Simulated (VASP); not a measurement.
## Ir: relaxation of cell and atoms with PBEsol

The system is Ir.

```
Ir
1.0
     0.00000    1.91560    1.91560
     1.91560    0.00000    1.91560
     1.91560    1.91560    0.00000
Ir
1
Direct
  0.00000 0.00000 0.00000
```

```
Program                : VASP 6.6.1
Task                   : relaxation of cell and atoms
Functional             : PBEsol
Potentials or basis    : VASP PAW PBE potentials, release 64 (Ir)
Cutoff                 : 600 eV
k mesh                 : 12 × 12 × 12
Occupations            : fermi-dirac, width 0.05 eV
Spin                   : no spin polarisation
Target pressure        : 2 GPa
Dipole correction      : no
Further INCAR settings : ALGO = Normal; EDIFF = 1e-06; IBRION = 2; EDIFFG = -0.01; NSW = 60; ISIF = 3
```

The relaxed volume is 14.00 Å³/atom, the relaxed cell is a = 2.705 Å, b = 2.705 Å, c = 2.705 Å, α = 60.00°, β = 60.00°, γ = 60.00° and the space group after relaxing (to 0.05 Å) is Fm-3m (No. 225). The energy change on relaxing (the enthalpy is what falls) is +0.4 meV/atom and the ionic steps are 3. The pressure after relaxing is 2.0 GPa.

Step by step:
| step | energy change (eV) | largest force (eV/Å) | pressure (GPa) | volume (Å³) |
| --- | --- | --- | --- | --- |
| 1 | 0.0000 | 0.0000 | 0.38 | 14.06 |
| 2 | 0.0081 | 0.0000 | 8.91 | 13.77 |
| 3 | 0.0004 | 0.0000 | 2.00 | 14.00 |

Final structure:
```
Ir
1.0
     0.00000    1.91300    1.91300
     1.91300    0.00000    1.91300
     1.91300    1.91300    0.00000
Ir
1
Direct
  0.00000 0.00000 0.00000
```

Levels at points of the mesh, in eV from the Fermi level:
| k point | band 1 | band 2 | band 3 | band 4 | band 5 | band 6 | band 7 | band 8 |
| --- | --- | --- | --- | --- | --- | --- | --- | --- |
| (0.00, 0.00, 0.00) | -11.34 | -4.00 | -4.00 | -4.00 | -1.25 | -1.25 | 14.27 | 19.90 |
| (0.50, 0.00, 0.00) | -8.29 | -4.10 | -4.10 | -0.88 | 0.88 | 0.88 | 7.30 | 13.79 |
| (0.50, 0.50, 0.00) | -8.10 | -7.52 | 0.86 | 1.47 | 1.47 | 1.61 | 10.57 | 11.68 |

Wall time 9.4 s on 1 thread of Intel(R) Xeon(R) 6975P-C (Granite Rapids) (shared host), peak memory 0.15 GiB.

Caveat: the cell is relaxed towards a set pressure, so the enthalpy falls and the energy may rise; the PAW data sets were made with another functional, which shifts forces and pressure a little; spin-orbit coupling is left out, which moves the levels of the heavy elements.
